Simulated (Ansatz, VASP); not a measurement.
**Two plane-wave programs on FeNi3**

Contents of POSCAR:

```
FeNi3
1.0
    0.0000000000      2.7903700000      2.7903700000
    2.7903700000      0.0000000000      2.7903700000
    2.7903700000      2.7903700000      0.0000000000
Fe Ni
1 3
Direct
    0.0000000000      0.0000000000      0.0000000000
    0.7500000000      0.7500000000      0.7500000000
    0.2500000000      0.2500000000      0.2500000000
    0.5000000000      0.5000000000      0.5000000000
```

File INCAR.step1:

```
SYSTEM = FeNi3
PREC = Accurate
ENCUT = 520
ISMEAR = 1
SIGMA = 0.1
LREAL = .False.
LASPH = .True.
NELM = 150
ISPIN = 2
MAGMOM = 2.4 1 1 1
LMAXMIX = 4
NBANDS = 31
GGA = PE
ALGO = Normal
EDIFF = 1E-4
LWAVE = .True.
LCHARG = .False.
```

INCAR.step2

```
SYSTEM = FeNi3
PREC = Accurate
ENCUT = 520
EDIFF = 1E-7
ISMEAR = 1
SIGMA = 0.1
LREAL = .False.
LASPH = .True.
NELM = 150
ALGO = Normal
ISIF = 2
LWAVE = .False.
LCHARG = .False.
ISPIN = 2
MAGMOM = 2.4 1 1 1
LORBIT = 11
LMAXMIX = 4
METAGGA = R2SCAN
LMIXTAU = .True.
NBANDS = 31
ISTART = 1
```

Contents of KPOINTS:

```
regular mesh
0
Gamma
  7 7 7
  0 0 0
```

Input for Ansatz:

```yaml
crystal:
  lattice:
    - [0.0, 2.79037, 2.79037]
    - [2.79037, 0.0, 2.79037]
    - [2.79037, 2.79037, 0.0]
  atoms:
    - { symbol: Fe, position: [0.0, 0.0, 0.0], spin: 2.4 }
    - { symbol: Ni, position: [0.75, 0.75, 0.75], spin: 1.0 }
    - { symbol: Ni, position: [0.25, 0.25, 0.25], spin: 1.0 }
    - { symbol: Ni, position: [0.5, 0.5, 0.5], spin: 1.0 }
basis:
  ecutwfc: 600.0
kpoints:
  mp_grid:
    grid: [7, 7, 7]
hamiltonian:
  xc: r2scan
magnetization:
  spin_polarized: true
scf:
  convergence:
    dr2_threshold: 1.0e-08
  occupations:
    method: cold
  eigensolver:
    kind: davidson
    mixed_precision: false
```

Alike in both runs: task single point; functional r2SCAN; k mesh 7 × 7 × 7; collinear spin.

```csv
,VASP,Ansatz
version,VASP 6.6.1,Ansatz 0.2.0
potentials or method,"VASP PAW PBE potentials, release 64 (Fe, Ni), cutoff 520 eV","plane waves, PAW"
occupations,"methfessel-paxton of order 1, width 0.1 eV",cold
valence electrons in the cell,38,70
```

Ansatz gave:

| Property | Result |
| --- | --- |
| net moment per atom (μB) | 1.20 |
| size of the moment on the site where the two differ most (μB) | 0.78 |

Which values does VASP return?

net moment per atom (μB): 1.21; size of the moment on the site where the two differ most (μB): 0.72.

VASP's potentials were made for PBE, not for r2SCAN. Site moments also hang on the region over which each program counts them. VASP's potentials hold 38 valence electrons a cell and Ansatz's 70, so a difference there can come from the potentials and not from the codes. Ansatz's warnings: stability check not made.
